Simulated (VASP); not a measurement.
V3F, 4 atoms in the cell. The structure is cubic, space group Pm-3m (No. 221). The conventional cell has a = 3.716 Å, b = 3.716 Å, c = 3.716 Å, α = 90.00°, β = 90.00°, γ = 90.00°. Within 3.5 Å of V (site symmetry 4/mmm) lie 8 V at 2.63 Å and 4 F at 2.63 Å. F (site symmetry m-3m) has 12 V at 2.63 Å within 3.5 Å. 

* Program: VASP 6.6.1
* Task: relaxation of cell and atoms
* Functional: PBE
* Potentials or basis: VASP PAW PBE potentials, release 64 (V_sv, F)
* Cutoff: 600 eV
* k mesh: 12 × 12 × 12
* Occupations: gaussian, width 0.1 eV
* Spin: no spin polarisation
* Dipole correction: no
* Further INCAR settings: ALGO = Fast; EDIFF = 1e-06; IBRION = 2; EDIFFG = -0.01; NSW = 100; ISIF = 3

Potentials or basis: VASP PAW PBE potentials, release 64 (V_sv, F).

Run with:

```sh
$ cat potpaw_PBE.64/V_sv/POTCAR potpaw_PBE.64/F/POTCAR > POTCAR
$ mpirun -np 1 vasp_std > vasp.out
```

Hardware: 1 thread of Oxide Virtual Turin-like Processor, with other jobs on the host.

Question: How long does it take, and how much memory?

Answer: Run time: 3.3 min on 1 thread of Oxide Virtual Turin-like Processor, with other jobs on the host, peak memory 0.21 GiB. Counts: scf iterations 26, k points 84, ion steps 2.
